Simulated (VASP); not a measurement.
Write the native input for VASP 6.6.1 that does the following.

```yaml
Task: single point
Functional: PBE
Potentials_or_basis: VASP PAW PBE potentials, release 64 (Cu_sv_GW, W_sv)
Cutoff: 820 eV
k_mesh: 10 × 10 × 10
Occupations: gaussian, width 0.1 eV
Spin: no spin polarisation
Dipole_correction: no
Further_INCAR_settings: ALGO = Normal; EDIFF = 1e-06; NBANDS = 61
```

The structure of Cu2W lies in POSCAR:

```
Cu2W
1.0
   -3.0701145758      3.0701145758      2.4205479025
    3.0701145758     -3.0701145758      2.4205479025
    3.0701145758      3.0701145758     -2.4205479025
Cu W
4 2
Direct
    0.6418450732      0.1418450732      0.7836901464
    0.1418450732      0.3581549268      0.5000000000
    0.3581549268      0.8581549268      0.2163098536
    0.8581549268      0.6418450732      0.5000000000
    0.2500000000      0.2500000000      0.0000000000
    0.7500000000      0.7500000000      0.0000000000
```

The cell was generated, and may not be a known phase.

The input as run:

INCAR

```
  PREC = Accurate
  ENCUT = 820
  EDIFF = 1E-6
  ISMEAR = 0
  SIGMA = 0.1
  LREAL = False
  LASPH = True
  NELM = 120
  ALGO = Normal
  ISIF = 2
  LWAVE = False
  LCHARG = False
  GGA = PE
  NBANDS = 61
  GGA_COMPAT = False
```

KPOINTS

```
regular mesh
0
Gamma
  10 10 10
```

Potentials or basis: VASP PAW PBE potentials, release 64 (Cu_sv_GW, W_sv).

Command:

```console
$ cat potpaw_PBE.64/Cu_sv_GW/POTCAR potpaw_PBE.64/W_sv/POTCAR > POTCAR
$ mpirun -np 1 vasp_std > vasp.out
```

It gave:

- Pressure: -0.3 GPa
- Largest force: 0.006 eV/Å
- Band gap on the k mesh: zero (bands 52 and 53 overlap by 1.66 eV)

Caveat: spin-orbit coupling is left out, which moves the levels of the heavy elements.

It took 18 min on 1 thread of Intel(R) Xeon(R) 6975P-C (Granite Rapids), on a shared host, peak memory 1 GiB.
